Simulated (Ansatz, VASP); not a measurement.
KTe4: VASP beside Ansatz

```xyz
5
Lattice="2.8401 1.6397 5.8716 -2.8401 1.6397 5.8716 0.0000 -3.2795 5.8716" Properties=species:S:1:pos:R:3 pbc="T T T"
K     0.0000    0.0000    8.8074
Te    0.0000    0.0000    4.8721
Te    0.0000    0.0000    1.4307
Te    0.0000    0.0000   16.1842
Te    0.0000    0.0000   12.7428
```

Alike in both runs: functional PBE; k mesh 12 × 12 × 12; occupations gaussian, width 0.1 eV; no spin polarisation.

Ansatz relaxed the structure, and its values are those at the end. VASP's run is a single point on that final structure, the one shown.

```csv
,VASP,Ansatz
version,VASP 6.6.1,Ansatz 0.2.0
potentials or method,"VASP PAW PBE potentials, release 64 (K_sv, Te), cutoff 520 eV","scalar-relativistic, plane waves, PAW"
valence electrons in the cell,33,73
```

|  | VASP | Ansatz | Ansatz less VASP |
| --- | --- | --- | --- |
| gap on the k mesh at the Fermi level (eV) | none | none | - |
| pressure (GPa) | 0.0 | 0.0 | +0.01 |

A gap of «none» marks a metal or a gap that the smearing closes. The functional is the same, so the differences come from potentials, cutoffs and numerics. VASP's potentials hold 33 valence electrons a cell and Ansatz's 73, so a difference there can come from the potentials and not from the codes.

Spin-orbit coupling is off throughout.
